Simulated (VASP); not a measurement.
A run of VASP 6.6.1 is set up as follows.

INCAR

```
SYSTEM = AlAs
  PREC = Accurate
  ENCUT = 400
  EDIFF = 1E-6
  ISMEAR = 0
  SIGMA = 0.05
  LREAL = Auto
  LASPH = .TRUE.
  NELM = 120
  ALGO = Normal
  ISIF = 2
  LWAVE = .FALSE.
  LCHARG = .FALSE.
  LDIPOL = .TRUE.
  IDIPOL = 3
  DIPOL = 0.5 0.5 0.401
  GGA = PE
  IVDW = 12
  NBANDS = 86
  GGA_COMPAT = .FALSE.
  NELMDL = -8
```

File KPOINTS:

```
regular mesh
0
G
  2 2 1
  0 0 0
```

POSCAR

```
AlAs
1.0
    8.0103882425      0.0000000000      0.0000000000
    0.0000000000     11.3283996925      0.0000000000
    0.0000000000      0.0000000000     27.3944911819
Al As
16 16
Direct
    0.2500000000      0.7500000000      0.2920295160
    0.2500000000      0.2500000000      0.2920295160
    0.7500000000      0.7500000000      0.2920295160
    0.7500000000      0.2500000000      0.2920295160
    0.5000000000      0.5000000000      0.3651316972
    0.5000000000      0.0000000000      0.3651316972
    0.0000000000      0.5000000000      0.3651316972
    0.0000000000      0.0000000000      0.3651316972
    0.7476302145      0.2492939597      0.4400859262
    0.7507073159      0.7505091142      0.4415791803
    0.2511857504      0.2502643406      0.4411376676
    0.2509898878      0.7551423718      0.4433221668
    0.0041530269     -0.0361383050      0.4957426921
   -0.0019364513      0.4614273717      0.4950323763
    0.5058905027     -0.0121851253      0.5051358235
    0.4928840565      0.4639723640      0.4941440495
    0.5000000000      0.1250000000      0.2920295160
    0.5000000000      0.6250000000      0.2920295160
    0.0000000000      0.1250000000      0.2920295160
    0.0000000000      0.6250000000      0.2920295160
    0.7500000000      0.8750000000      0.3651316972
    0.7500000000      0.3750000000      0.3651316972
    0.2500000000      0.8750000000      0.3651316972
    0.2500000000      0.3750000000      0.3651316972
    0.0014304914      0.6263848987      0.4393465152
    0.0000294848      0.1270449995      0.4389192819
    0.4986784251      0.6279425285      0.4385850672
    0.4995575338      0.1254564977      0.4371826740
    0.2469212827      0.3565214899      0.5201839685
    0.2570541115      0.8653702863      0.5207419783
    0.7430245836      0.3581815743      0.5186550730
    0.7511503853      0.8609488040      0.5177801865
```

Potentials or basis: VASP PAW PBE potentials, release 64 (Al, As).

Command:

```console
$ cat potpaw_PBE.64/Al/POTCAR potpaw_PBE.64/As/POTCAR > POTCAR
$ mpirun -np 1 vasp_std > vasp.out
```

(1) What does it give for the dispersion energy per atom?

(2) Estimate the band gap on the k mesh.

Results:

(1) -0.225 eV.

(2) 0.91 eV (least direct gap 1.02 eV).
